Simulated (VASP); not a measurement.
Crystal: NaF (Villiaumite).

```
CELL_PARAMETERS angstrom
0.00000 2.34974 2.34974
2.34974 0.00000 2.34974
2.34974 2.34974 0.00000
ATOMIC_POSITIONS crystal
Na 0.00000 0.00000 0.00000
F 0.50000 0.50000 0.50000
```

* Program: VASP 6.6.1
* Task: relaxation of cell and atoms
* Functional: PBEsol
* Potentials or basis: VASP PAW PBE potentials, release 64 (Na_pv, F)
* Cutoff: 600 eV
* k mesh: 8 × 8 × 8
* Occupations: fermi-dirac, width 0.02 eV
* Spin: no spin polarisation

At the start: pressure -2.2 GPa; volume 12.97 Å³/atom.

Task: How do energy, volume and symmetry change on relaxing?

Result: Over 4 steps the energy falls by 4.2 meV/atom and the volume is 12.37 Å³/atom (-4.7 %); space group Fm-3m (No. 225, to 0.05 Å).

The path:
```tsv
step	energy change (eV)	largest force (eV/Å)	pressure (GPa)	volume (Å³)
1	0.0000	0.0000	-2.16	25.95
2	-0.0065	0.0000	-0.99	25.30
3	-0.0083	0.0000	-0.28	24.89
4	-0.0085	0.0000	0.02	24.74
```

Final structure:
```xyz
2
Lattice="0.0000 2.3127 2.3127 2.3127 0.0000 2.3127 2.3127 2.3127 0.0000" Properties=species:S:1:pos:R:3 pbc="T T T"
Na    2.3127    2.3127    4.6253
F     2.3127    2.3127    2.3127
```

Caveat: the PAW data sets were made with another functional, which shifts forces and pressure a little.
